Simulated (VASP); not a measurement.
A run of VASP 6.6.1 is set up as follows.

INCAR

```
ALGO     = Normal         # electronic algorithm
EDIFF    = 1E-6           # SCF threshold, eV
ENCUT    = 520            # plane-wave cutoff, eV
ISIF     = 2              # what is computed and relaxed
ISMEAR   = -1             # smearing method
LASPH    = T              # aspherical terms in the spheres
LCHARG   = F              # write CHGCAR
LREAL    = F              # projectors in reciprocal space
LWAVE    = F              # write WAVECAR
NBANDS   = 56             # bands
NELM     = 60             # most SCF steps
PREC     = Accurate       # precision mode
SIGMA    = 0.05           # smearing width, eV
```

The input KPOINTS:

```
k-points
0
Gamma
  5 6 5
```

POSCAR

```
HfO2
1.0
    5.1129138024      0.0000000000      0.0000000000
    0.0000000000      4.9025969881      0.0000000000
    0.0000000000      0.0000000000      4.9299483645
Hf O
4 8
Direct
    0.9669940000      0.7325208200      0.7414403500
    0.5330060000      0.7325208200      0.2414403500
    0.4669940000      0.2674791800      0.7414403500
    0.0330060000      0.2674791800      0.2414403500
    0.6321274500      0.9286454000      0.8792672600
    0.8678725500      0.9286454000      0.3792672600
    0.2339485200      0.5398830500      0.4922923900
    0.2660514800      0.5398830500      0.9922923900
    0.7660514800      0.4601169500      0.9922923900
    0.7339485200      0.4601169500      0.4922923900
    0.1321274500      0.0713546000      0.8792672600
    0.3678725500      0.0713546000      0.3792672600
```

Potentials or basis: VASP PAW LDA potentials, release 64 (Hf_pv, O).

Command:

```console
$ cat potpaw_LDA.64/Hf_pv/POTCAR potpaw_LDA.64/O/POTCAR > POTCAR
$ mpirun -np 1 vasp_std > vasp.out
```

Q: Estimate the largest force.

A: 0.300 eV/Å.

Q: Predict the band gap on the k mesh.

A: 4.46 eV, indirect (least direct gap 4.67 eV).

Q: What does it give for the pressure?

A: 10.3 GPa.

Forces in eV/Å, atoms in the order of the input:
```
Hf   0.066 -0.253  0.147
Hf  -0.066 -0.253  0.147
Hf   0.066  0.253  0.147
Hf  -0.066  0.253  0.147
O   -0.008 -0.130  0.007
O    0.008 -0.130  0.007
O    0.123  0.125 -0.154
O   -0.123  0.125 -0.154
O   -0.123 -0.125 -0.154
O    0.123 -0.125 -0.154
O   -0.008  0.130  0.007
O    0.008  0.130  0.007
```

Caveat: spin-orbit coupling is left out, which moves the levels of the heavy elements. A k mesh can miss the band edges.
